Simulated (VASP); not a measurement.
Here is a VASP 6.6.1 calculation.

Contents of POSCAR:

```
Ti
1.0
    0.0000000000      2.0025642044      2.0025642044
    2.0025642044      0.0000000000      2.0025642044
    2.0025642044      2.0025642044      0.0000000000
Ti
1
Direct
    0.0000000000      0.0000000000      0.0000000000
```

The input INCAR.step1:

```
SYSTEM = Ti
  PREC = Accurate
  ENCUT = 520
  ISMEAR = 0
  SIGMA = 0.05
  LREAL = .FALSE.
  LASPH = .TRUE.
  NELM = 80
  NBANDS = 12
  GGA = PE
  ALGO = Normal
  EDIFF = 1E-4
  LWAVE = .TRUE.
  LCHARG = .FALSE.
```

Contents of INCAR.step2:

```
SYSTEM = Ti
  PREC = Accurate
  ENCUT = 520
  EDIFF = 1E-6
  ISMEAR = 0
  SIGMA = 0.05
  LREAL = .FALSE.
  LASPH = .TRUE.
  NELM = 80
  ALGO = Normal
  ISIF = 2
  LWAVE = .FALSE.
  LCHARG = .FALSE.
  METAGGA = R2SCAN
  LMIXTAU = .TRUE.
  NBANDS = 12
  ISTART = 1
```

The input KPOINTS:

```
regular mesh
0
G
  12 12 12
  0 0 0
```

Potentials or basis: VASP PAW PBE potentials, release 64 (Ti_sv).

The run is started by

```console
$ cat potpaw_PBE.64/Ti_sv/POTCAR > POTCAR
$ cp INCAR.step1 INCAR
$ mpirun -np 1 vasp_std > vasp.out
$ cp INCAR.step2 INCAR
$ mpirun -np 1 vasp_std > vasp.out
```

(1) Estimate the pressure.

(2) Predict the band gap on the k mesh.

Answers

(1) 10.5 GPa.

(2) zero (bands 6 and 7 overlap by 1.50 eV).

Caveat: the cell stands under pressure; the PAW data sets were made with another functional, which shifts forces and pressure a little.
